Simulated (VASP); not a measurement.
The system is Ru.

```
Ru
1.0
     2.72003    0.00000    0.00000
    -1.36001    2.35561    0.00000
     0.00000    0.00000    4.29677
Ru
2
Direct
  0.33333 0.66667 0.25000
  0.66667 0.33333 0.75000
```

| Quantity | Value |
| --- | --- |
| Program | VASP 6.6.1 |
| Task | relaxation of cell and atoms |
| Functional | PBE |
| Dispersion | D3(BJ) |
| Potentials or basis | VASP PAW PBE potentials, release 64 (Ru_pv) |
| Cutoff | 600 eV |
| k mesh | 18 × 18 × 10 |
| Occupations | gaussian, width 0.1 eV |
| Spin | no spin polarisation |

At the start: pressure -7.6 GPa; volume 13.77 Å³/atom.

Problem. How do energy, volume and symmetry change on relaxing?

Solution. Over 9 steps the energy falls by 8.0 meV/atom and the volume is 13.44 Å³/atom (-2.4 %); space group P6_3/mmc (No. 194, to 0.1 Å) before and after.

Step by step:
```
step  energy change (eV)  largest force (eV/Å)  pressure (GPa)  volume (Å³)
   1              0.0000                0.0000           -7.61        27.53
   2              0.1411                0.0000           28.85        25.01
   3             -0.0159                0.0000           -0.24        26.90
   4             -0.0159                0.0000           -0.01        26.88
   5             -0.0159                0.0000            0.13        26.87
   6             -0.0159                0.0000           -0.35        26.90
   7             -0.0159                0.0000           -0.09        26.88
   8             -0.0159                0.0000            0.14        26.87
   9             -0.0159                0.0000            0.02        26.88
```

Final structure:
```xyz
2
Lattice="2.6973 0.0000 0.0000 -1.3486 2.3359 0.0000 0.0000 0.0000 4.2656" Properties=species:S:1:pos:R:3 pbc="T T T"
Ru    0.0000    1.5573    1.0664
Ru    1.3486    0.7786    3.1992
```
